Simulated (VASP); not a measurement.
Bi2Te3: single point with PBE+D3(BJ)

The system is Bi2Te3.

```
CELL_PARAMETERS angstrom
2.19388 1.26664 10.10149
-2.19388 1.26664 10.10149
0.00000 -2.53328 10.10149
ATOMIC_POSITIONS crystal
Bi 0.40011 0.40011 0.40011
Bi 0.59989 0.59989 0.59989
Te 0.00000 0.00000 0.00000
Te 0.20944 0.20944 0.20944
Te 0.79056 0.79056 0.79056
```

```yaml
Program: VASP 6.6.1
Task: single point
Functional: PBE
Dispersion: D3(BJ)
Potentials_or_basis: VASP PAW PBE potentials, release 64 (Bi_d, Te)
Cutoff: 520 eV
k_mesh: 9 × 9 × 9
Occupations: gaussian, width 0.02 eV
Spin: no spin polarisation
```

```json
{
 "Pressure": "0.0 GPa",
 "Largest force": "0.016 eV/Å",
 "Band gap on the k mesh": "0.25 eV",
 "Dispersion energy per atom": "-0.450 eV"
}
```

Forces in eV/Å, atoms in the order of the input:
```
Bi   0.000  0.000 -0.010
Bi   0.000  0.000  0.010
Te   0.000  0.000  0.000
Te   0.000  0.000 -0.016
Te   0.000  0.000  0.016
```

Levels at points of the mesh, in eV from the valence-band top:
```csv
k point,band 21,band 22,band 23,band 24,band 25,band 26,band 27,band 28
"(0.00, 0.00, 0.00)",-1.75,-0.90,-0.90,0.00,0.25,0.62,0.62,1.94
```

Wall time 22 min on 1 thread of Intel(R) Xeon(R) 6975P-C (Granite Rapids), with other jobs on the host, peak memory 1.1 GiB.

Caveat: spin-orbit coupling is left out, which moves the levels of the heavy elements; an odd mesh through Γ misses points on the zone boundary, where band edges can lie.
